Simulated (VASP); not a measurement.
A run of VASP 6.6.1 is set up as follows.

Contents of POSCAR:

```
Rb
1.0
   -2.2467780000      2.2467780000      2.2467780000
    2.2467780000     -2.2467780000      2.2467780000
    2.2467780000      2.2467780000     -2.2467780000
Rb
1
Direct
    0.0000000000      0.0000000000      0.0000000000
```

INCAR.step1

```
SYSTEM = Rb
PREC     = Accurate       ! precision mode
ENCUT    = 520            ! plane-wave cutoff, eV
ISMEAR   = 1              ! smearing method
SIGMA    = 0.0459         ! smearing width, eV
LREAL    = .FALSE.        ! projectors in reciprocal space
LASPH    = .TRUE.         ! aspherical terms in the spheres
NELM     = 60             ! most SCF steps
NBANDS   = 10             ! bands
GGA      = PE             ! functional
ALGO     = Normal         ! electronic algorithm
EDIFF    = 1E-4           ! SCF threshold, eV
LWAVE    = .TRUE.         ! write WAVECAR
LCHARG   = .FALSE.        ! write CHGCAR
```

File INCAR.step2:

```
SYSTEM = Rb
PREC     = Accurate       ! precision mode
ENCUT    = 520            ! plane-wave cutoff, eV
EDIFF    = 1E-6           ! SCF threshold, eV
ISMEAR   = 1              ! smearing method
SIGMA    = 0.0459         ! smearing width, eV
LREAL    = .FALSE.        ! projectors in reciprocal space
LASPH    = .TRUE.         ! aspherical terms in the spheres
NELM     = 60             ! most SCF steps
ALGO     = Normal         ! electronic algorithm
ISIF     = 2              ! what is computed and relaxed
LWAVE    = .FALSE.        ! write WAVECAR
LCHARG   = .FALSE.        ! write CHGCAR
METAGGA  = R2SCAN         ! meta-GGA
LMIXTAU  = .TRUE.       
NBANDS   = 10             ! bands
ISTART   = 1
```

File KPOINTS:

```
Automatic mesh
0
G
  11 11 11
  0 0 0
```

Potentials or basis: VASP PAW PBE potentials, release 64 (Rb_sv).

Run with:

```bash
$ cat potpaw_PBE.64/Rb_sv/POTCAR > POTCAR
$ cp INCAR.step1 INCAR
$ mpirun -np 1 vasp_std > vasp.out
$ cp INCAR.step2 INCAR
$ mpirun -np 1 vasp_std > vasp.out
```

Task: What does it give for the band gap on the k mesh?

Result: Zero (an odd number of electrons rules out a gap without spin polarisation).

Task: Predict the pressure.

Result: 7.1 GPa.

Caveat: the cell stands under pressure; the PAW data sets were made with another functional, which shifts forces and pressure a little.
